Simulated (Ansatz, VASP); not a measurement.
Al2Pt in VASP and in Ansatz

```
Al Pt
1.0
     2.97320   -2.97320    0.00000
     2.97320    0.00000   -2.97320
     5.85981    5.85981    5.85981
Al Pt
6 3
Direct
  0.66667 0.66667 0.42284
  0.00000 0.00000 0.08458
  0.33333 0.33333 0.76110
  0.66667 0.66667 0.93023
  0.00000 0.00000 0.59197
  0.33333 0.33333 0.25371
  0.00000 0.00000 0.84567
  0.33333 0.33333 0.50741
  0.66667 0.66667 0.16915
```

Alike in both runs: task single point; functional PBE; k mesh 13 × 13 × 5; occupations gaussian, width 0.15 eV; no spin polarisation.

|  | VASP | Ansatz |
| --- | --- | --- |
| version | VASP 6.6.1 | Ansatz 0.2.0 |
| potentials or method | VASP PAW PBE potentials, release 64 (Al, Pt), cutoff 520 eV | scalar-relativistic, plane waves, PAW |
| valence electrons in the cell | 48 | 72 |

Ansatz gave:

* gap on the k mesh at the Fermi level (eV): none
* pressure (GPa): 2.3
* traceless stress, the component that is largest in VASP (GPa): 1.46
* rms of the force components (eV/Å): 0.338

Estimate VASP's values.

gap on the k mesh at the Fermi level (eV): none; pressure (GPa): 2.2; traceless stress, the component that is largest in VASP (GPa): 1.47; rms of the force components (eV/Å): 0.339.

Atom by atom the forces differ by 0.001 eV/Å (rms over components). A gap of «none» marks a metal or a gap that the smearing closes. VASP's potentials hold 48 valence electrons a cell and Ansatz's 72, so a difference there can come from the potentials and not from the codes.

Spin-orbit coupling is off throughout.
